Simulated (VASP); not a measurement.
A run of VASP 6.6.1:

The input INCAR:

```
SYSTEM = Al
PREC = Accurate ; ENCUT = 520
EDIFF = 1E-7 ; ISMEAR = 0
SIGMA = 0.1 ; LREAL = .FALSE.
LASPH = .TRUE. ; NELM = 60
ALGO = Fast ; ISIF = 2
LWAVE = .FALSE. ; LCHARG = .FALSE.
GGA = CA ; NBANDS = 12
```

File KPOINTS:

```
regular mesh
0
G
  9 9 14
  0 0 0
```

The input POSCAR:

```
Al
1.0
    4.5319482457      0.0000000000     -0.0170356100
   -2.2659741228      3.9248100381      0.0085178050
   -1.5200949778      0.0000000000      2.4496782934
Al
3
Direct
    0.3333333333      0.6666666667      0.0000000000
    0.0000000000      0.0000000000      0.0000000000
    0.6666666667      0.3333333333      0.0000000000
```

Potentials or basis: VASP PAW LDA potentials, release 64 (Al).

Run with:

```console
$ cat potpaw_LDA.64/Al/POTCAR > POTCAR
$ mpirun -np 1 vasp_std > vasp.out
```

Hardware: 1 thread of Intel(R) Xeon(R) 6975P-C (Granite Rapids), with other jobs on the host.

Problem. How long does it take, and how much memory?

Solution. It took 79 s on 1 thread of Intel(R) Xeon(R) 6975P-C (Granite Rapids), with other jobs on the host, peak memory 0.24 GiB. Counts: scf iterations 13, k points 320.
